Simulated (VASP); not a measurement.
Set up this calculation in VASP 6.6.1, as the native input.

| Property | Result |
| --- | --- |
| Task | single point |
| Functional | PBE |
| Potentials or basis | VASP PAW PBE potentials, release 64 (Fe, Si) |
| Cutoff | 520 eV |
| k mesh | 8 × 8 × 8 |
| Occupations | gaussian, width 0.01 eV |
| Spin | no spin polarisation |
| Dipole correction | no |
| Further INCAR settings | ALGO = Normal; EDIFF = 1e-07; NBANDS = 34 |

The structure of FeSi (e600) lies in POSCAR:

```
FeSi
1.0
    4.4479647420      0.0000000000      0.0000000000
    0.0000000000      4.4479647420      0.0000000000
    0.0000000000      0.0000000000      4.4479647420
Fe Si
4 4
Direct
    0.1359926172      0.1359926172      0.1359926172
    0.3640073828      0.8640073828      0.6359926172
    0.6359926172      0.3640073828      0.8640073828
    0.8640073828      0.6359926172      0.3640073828
    0.8407116672      0.8407116672      0.8407116672
    0.6592883328      0.1592883328      0.3407116672
    0.3407116672      0.6592883328      0.1592883328
    0.1592883328      0.3407116672      0.6592883328
```

These files were run (other wordings do the same):

INCAR

```
PREC = Accurate
ENCUT = 520
EDIFF = 1E-7
ISMEAR = 0
SIGMA = 0.01
LREAL = False
LASPH = True
NELM = 100
ALGO = Normal
ISIF = 2
LWAVE = False
LCHARG = True
GGA = PE
LELF = True
LVHAR = True
NBANDS = 34
```

KPOINTS

```
Automatic mesh
0
Gamma
  8 8 8
```

Potentials or basis: VASP PAW PBE potentials, release 64 (Fe, Si).

Run with:

```sh
$ cat potpaw_PBE.64/Fe/POTCAR potpaw_PBE.64/Si/POTCAR > POTCAR
$ mpirun -np 1 vasp_std > vasp.out
```

It gave:

```yaml
Pressure: 0.2 GPa
Largest_force: 0.035 eV/Å
Band_gap_on_the_k_mesh: 0.16 eV, indirect (least direct gap 0.17 eV)
```

Wall time 2.5 min on 1 thread of Intel Xeon 6975P-C, on a shared host, peak memory 0.26 GiB.
